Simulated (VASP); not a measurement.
Input of a VASP 6.6.1 run:

Contents of INCAR:

```
PREC = Accurate
ENCUT = 520
EDIFF = 1E-6
ISMEAR = 0
SIGMA = 0.1
LREAL = False
LASPH = True
NELM = 80
ALGO = Normal
ISIF = 2
LWAVE = False
LCHARG = True
GGA = PE
LELF = True
LVHAR = True
NBANDS = 45
```

KPOINTS

```
Automatic mesh
0
Gamma
  6 6 1
```

POSCAR

```
ZrAl2N3
1.0
    3.2661257728      0.0000000028      0.0000000000
   -1.6330628888      2.8285478898      0.0000000000
    0.0000000000      0.0000000000     16.0334146901
Zr Al N
2 4 6
Direct
    0.3333333333      0.6666666667      0.0014082198
    0.6666666667      0.3333333333      0.5014082198
    0.3333333333      0.6666666667      0.3260410153
    0.3333333333      0.6666666667      0.6744743891
    0.6666666667      0.3333333333      0.1744743891
    0.6666666667      0.3333333333      0.8260410153
    0.3333333333      0.6666666667      0.1419803205
    0.3333333333      0.6666666667      0.4460497835
    0.3333333333      0.6666666667      0.7950462618
    0.6666666667      0.3333333333      0.2950462618
    0.6666666667      0.3333333333      0.6419803205
    0.6666666667      0.3333333333      0.9460497835
```

Potentials or basis: VASP PAW PBE potentials, release 64 (Zr_sv, Al, N).

Command:

```console
$ cat potpaw_PBE.64/Zr_sv/POTCAR potpaw_PBE.64/Al/POTCAR potpaw_PBE.64/N/POTCAR > POTCAR
$ mpirun -np 1 vasp_std > vasp.out
```

Task: Estimate the pressure.

Result: -0.2 GPa.

Task: Predict the largest force.

Result: 0.031 eV/Å.

Task: Predict the band gap on the k mesh.

Result: Zero (bands 33 and 34 overlap by 1.28 eV).

Stress tensor (GPa, compression positive):
```
-0.31  0.00  0.00
 0.00 -0.31  0.00
 0.00  0.00 -0.12
```

Caveat: the k points lie up to 0.39 Å⁻¹ apart, too coarse for converged energies and pressures of a metal.
